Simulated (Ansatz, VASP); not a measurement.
## One calculation of AlN, two programs

```
Al N
1.0
    -0.08308    2.04706    2.04706
     2.04706   -0.08308    2.04706
     2.04706    2.04706   -0.08308
Al N
1 1
Direct
  0.50000 0.50000 0.50000
  0.00000 0.00000 0.00000
```

Alike in both runs: task single point; functional PBE; k mesh 10 × 10 × 10; occupations gaussian, width 0.05 eV; no spin polarisation.

|  | VASP | Ansatz |
| --- | --- | --- |
| version | VASP 6.6.1 | Ansatz 0.2.0 |
| potentials or method | VASP PAW PBE potentials, release 64 (Al, N), cutoff 520 eV | scalar-relativistic, plane waves, PAW |
| valence electrons in the cell | 8 | 8 |

Ansatz gave:

- gap on the k mesh at the Fermi level (eV): 3.04
- least direct gap on the mesh (eV): 3.74
- pressure (GPa): -16.3
- traceless stress, the component that is largest in VASP (GPa): 10.26

Task: Estimate VASP's values.

Result: gap on the k mesh at the Fermi level (eV): 3.03; least direct gap on the mesh (eV): 3.75; pressure (GPa): -16.4; traceless stress, the component that is largest in VASP (GPa): 10.26.
